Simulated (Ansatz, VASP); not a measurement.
## One calculation of TiTe2, two programs

INCAR

```
SYSTEM = TiTe2
ALGO = Normal ; EDIFF = 1E-6
ENCUT = 520 ; GGA = PS
ISIF = 2 ; ISMEAR = -1
LASPH = .True. ; LCHARG = .False.
LREAL = .False. ; LWAVE = .False.
NBANDS = 19 ; NELM = 80
PREC = Accurate ; SIGMA = 0.03
```

File KPOINTS:

```
k-points
0
Gamma
  13 13 7
  0 0 0
```

The input POSCAR:

```
TiTe2
1.0
    3.6998976021      0.0000000000      0.0000000000
   -1.8499488010      3.2042053148      0.0000000000
    0.0000000000      0.0000000000      6.3653505344
Ti Te
1 2
Direct
    0.0000000000      0.0000000000      0.0000000000
    0.6666666667      0.3333333333      0.2628000000
    0.3333333333      0.6666666667      0.7372000000
```

Input for Ansatz:

```yaml
crystal:
  lattice:
    - [3.6998976021, 0.0, 0.0]
    - [-1.849948801, 3.2042053148, 0.0]
    - [0.0, 0.0, 6.3653505344]
  atoms:
    - { symbol: Ti, position: [0.0, 0.0, 0.0] }
    - { symbol: Te, position: [0.6666666667, 0.3333333333, 0.2628] }
    - { symbol: Te, position: [0.3333333333, 0.6666666667, 0.7372] }
kpoints:
  mp_grid: { grid: [13, 13, 7] }
  band_path:
    path:
      - [0.0, 0.0, 0.0]
      - [0.5, 0.0, 0.0]
      - [0.3333333333, 0.3333333333, 0.0]
      - [0.0, 0.0, 0.0]
      - [0.0, 0.0, 0.5]
      - [0.5, 0.0, 0.5]
      - [0.3333333333, 0.3333333333, 0.5]
      - [0.0, 0.0, 0.5]
      - [0.5, 0.0, 0.5]
    npoints: 5
scf:
  occupations: { method: fermi_dirac, width: 0.03 }
hamiltonian:
  xc: pbesol
  pseudopotentials: { kind: all_electron, lapw: { basis_error: 0.001 } }
output:
  forces: true
  stress: true
  eigenvalues: true
```

Change from the starting cell: volume scaled by 0.94.

Alike in both runs: task single point; functional PBEsol; k mesh 13 × 13 × 7; occupations fermi-dirac, width 0.03 eV; no spin polarisation.

|  | VASP | Ansatz |
| --- | --- | --- |
| version | VASP 6.6.1 | Ansatz 0.2.0 |
| potentials or method | VASP PAW PBE potentials, release 64 (Ti_sv, Te), cutoff 520 eV | all-electron LAPW, scalar-relativistic |

|  | VASP | Ansatz | Ansatz less VASP |
| --- | --- | --- | --- |
| pressure (GPa) | 2.0 | 2.0 | -0.04 |
| traceless stress, the component that is largest in VASP (GPa) | 1.05 | 1.04 | -0.006 |
| rms of the force components (eV/Å) | 0.220 | 0.210 | -0.0092 |

VASP's potentials were made for PBE, not for PBEsol. Atom by atom the forces differ by 0.009 eV/Å (rms over components). Ansatz ran all-electron here, and VASP with PAW potentials.

Neither program's run includes spin-orbit coupling.
